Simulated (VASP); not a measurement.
FeO (Wuestite), 2 atoms in the cell. Symmetry: Fm-3m, No. 225, cubic system. The conventional cell has a = 4.311 Å, b = 4.311 Å, c = 4.311 Å, α = 90.00°, β = 90.00°, γ = 90.00°. Within 2.9 Å of Fe (site symmetry m-3m) lie 6 O at 2.16 Å. Within 2.9 Å of O (site symmetry m-3m) lie 6 Fe at 2.16 Å. 

- Program: VASP 6.6.1
- Task: relaxation of cell and atoms
- Functional: PBEsol
- Potentials or basis: VASP PAW PBE potentials, release 64 (Fe, O)
- Cutoff: 600 eV
- k mesh: 8 × 8 × 8
- Occupations: fermi-dirac, width 0.05 eV
- Spin: collinear spin, ferromagnetic start
- Starting moments: [3.0, 0.0] μB
- Dipole correction: no
- Further INCAR settings: ALGO = Normal; EDIFF = 1e-06; IBRION = 2; EDIFFG = -0.02; NSW = 80; ISIF = 3

Potentials or basis: VASP PAW PBE potentials, release 64 (Fe, O).

Command:

```console
$ cat potpaw_PBE.64/Fe/POTCAR potpaw_PBE.64/O/POTCAR > POTCAR
$ mpirun -np 1 vasp_std > vasp.out
```

Hardware: 1 thread of Intel Xeon 8259CL, with other jobs on the host.

Problem. Estimate the wall time of this run.

Solution. Wall time 52 s on 1 thread of Intel Xeon 8259CL, with other jobs on the host, peak memory 0.16 GiB. Counts: scf iterations 32, k points 29, ion steps 3.
